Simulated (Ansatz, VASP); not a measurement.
## Ba: VASP beside Ansatz

INCAR

```
PREC = Accurate
ENCUT = 520
EDIFF = 1E-6
ISMEAR = 0
SIGMA = 0.05
LREAL = F
LASPH = T
NELM = 60
ALGO = Normal
ISIF = 2
LWAVE = F
LCHARG = F
GGA = CA
NBANDS = 11
```

The input KPOINTS:

```
regular mesh
0
Gamma
  12 12 12
```

The input POSCAR:

```
Ba
1.0
   -2.5100000000      2.5100000000      2.5100000000
    2.5100000000     -2.5100000000      2.5100000000
    2.5100000000      2.5100000000     -2.5100000000
Ba
1
Direct
    0.0000000000      0.0000000000      0.0000000000
```

Input for Ansatz:

```yaml
crystal:
  lattice:
    - [-2.51, 2.51, 2.51]
    - [2.51, -2.51, 2.51]
    - [2.51, 2.51, -2.51]
  atoms:
    - { symbol: Ba, position: [0.0, 0.0, 0.0] }
basis:
  ecutwfc: 420
  ecutrho_ratio: 4
kpoints:
  mp_grid: { grid: [12, 12, 12] }
hamiltonian:
  xc: lda
scf:
  occupations: { method: gaussian, width: 0.05 }
output:
  forces: true
  stress: true
  eigenvalues: true
```

Alike in both runs: task single point; functional LDA; k mesh 12 × 12 × 12; occupations gaussian, width 0.05 eV; no spin polarisation.

|  | VASP | Ansatz |
| --- | --- | --- |
| version | VASP 6.6.1 | Ansatz 0.2.0 |
| potentials or method | VASP PAW LDA potentials, release 64 (Ba_sv), cutoff 520 eV | scalar-relativistic, plane waves, PAW |
| valence electrons in the cell | 10 | 10 |

```tsv
	VASP	Ansatz	Ansatz less VASP
pressure (GPa)	-1.3	-1.3	-0.03
```

LDA's correlation is that of Perdew and Zunger in VASP and of Perdew and Wang (1992) in Ansatz.

Neither program's run includes spin-orbit coupling.
